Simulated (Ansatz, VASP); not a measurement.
**Two plane-wave programs on Sc**

Contents of INCAR:

```
PREC = Accurate ; ENCUT = 500
EDIFF = 1E-6 ; ISMEAR = -1
SIGMA = 0.01 ; LREAL = False
LASPH = True ; NELM = 120
ALGO = Normal ; ISIF = 2
LWAVE = False ; LCHARG = True
GGA = PS ; LELF = True
LVHAR = True ; NBANDS = 18
GGA_COMPAT = False
```

KPOINTS

```
regular mesh
0
Gamma
  5 5 3
```

POSCAR

```
Sc
1.0
    3.3090000000      0.0000000000      0.0000000000
   -1.6545000000      2.8656780611      0.0000000000
    0.0000000000      0.0000000000      5.2733000000
Sc
2
Direct
    0.3333333333      0.6666666667      0.2500000000
    0.6666666667      0.3333333333      0.7500000000
```

Input for Ansatz:

```yaml
crystal:
  lattice:
    a: 3.309
    b: 3.309
    c: 5.2733
    alpha: 90.0
    beta: 90.0
    gamma: 120.0
  space_group: 194
  atoms:
    - { symbol: Sc, position: [0.3333333333333333, 0.6666666666666666, 0.25] }
basis:
  ecutwfc: 550.0
kpoints:
  mp_grid:
    grid: [5, 5, 3]
    shift: [0.0, 0.0, 0.0]
hamiltonian:
  xc: pbesol
scf:
  max_iter: 80
  algorithm: direct_min
  occupations:
    method: fermi_dirac
    width: 0.01
  eigensolver:
    kind: auto
    mixed_precision: false
output:
  stress: true
```

Alike in both runs: task single point; functional PBEsol; k mesh 5 × 5 × 3; occupations fermi-dirac, width 0.01 eV; no spin polarisation.

```csv
,VASP,Ansatz
version,VASP 6.6.1,Ansatz 0.2.0
potentials or method,"VASP PAW PBE potentials, release 64 (Sc_sv), cutoff 500 eV","plane waves, PAW"
valence electrons in the cell,22,22
```

|  | VASP | Ansatz | Ansatz less VASP |
| --- | --- | --- | --- |
| gap on the k mesh at the Fermi level (eV) | none | none | - |
| pressure (GPa) | -2.3 | -2.3 | 0.00 |
| traceless stress, the component that is largest in VASP (GPa) | -0.72 | -0.66 | +0.054 |

VASP's potentials were made for PBE, not for PBEsol. A gap of «none» marks a metal or a gap that the smearing closes.

The k mesh is coarse, so the values compare programs but aren't converged.
